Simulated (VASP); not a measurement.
A run of VASP 6.6.1:

File POSCAR:

```
ReOs
1.0
    2.8082883351      0.0000000000      0.0000000000
   -1.4041441675      2.4320490393      0.0000000000
    0.0000000000      0.0000000000      4.3144188934
Re Os
1 1
Direct
    0.6666666667      0.3333333333      0.5000000000
    0.0000000000      0.0000000000      0.0000000000
```

INCAR.step1

```
  PREC = Accurate
  ENCUT = 520
  ISMEAR = 0
  SIGMA = 0.1
  LREAL = F
  LASPH = T
  NELM = 60
  NBANDS = 14
  GGA = PE
  ALGO = Normal
  EDIFF = 1E-4
  LWAVE = T
  LCHARG = F
```

The input INCAR.step2:

```
  PREC = Accurate
  ENCUT = 520
  EDIFF = 1E-6
  ISMEAR = 0
  SIGMA = 0.1
  LREAL = F
  LASPH = T
  NELM = 60
  ALGO = Normal
  ISIF = 2
  LWAVE = F
  LCHARG = F
  METAGGA = R2SCAN
  LMIXTAU = T
  NBANDS = 14
  ISTART = 1
```

KPOINTS

```
Automatic mesh
0
Gamma
  18 18 10
```

Potentials or basis: VASP PAW PBE potentials, release 64 (Re, Os).

Launch:

```console
$ cat potpaw_PBE.64/Re/POTCAR potpaw_PBE.64/Os/POTCAR > POTCAR
$ cp INCAR.step1 INCAR
$ mpirun -np 1 vasp_std > vasp.out
$ cp INCAR.step2 INCAR
$ mpirun -np 1 vasp_std > vasp.out
```

Hardware: 1 thread of AMD EPYC 7R13 Processor (Zen 3), with other jobs on the host.

Q: How long does it take, and how much memory?

A: It took 4.5 min on 1 thread of AMD EPYC 7R13 Processor (Zen 3) (shared host), peak memory 0.21 GiB. Counts: k points 222.
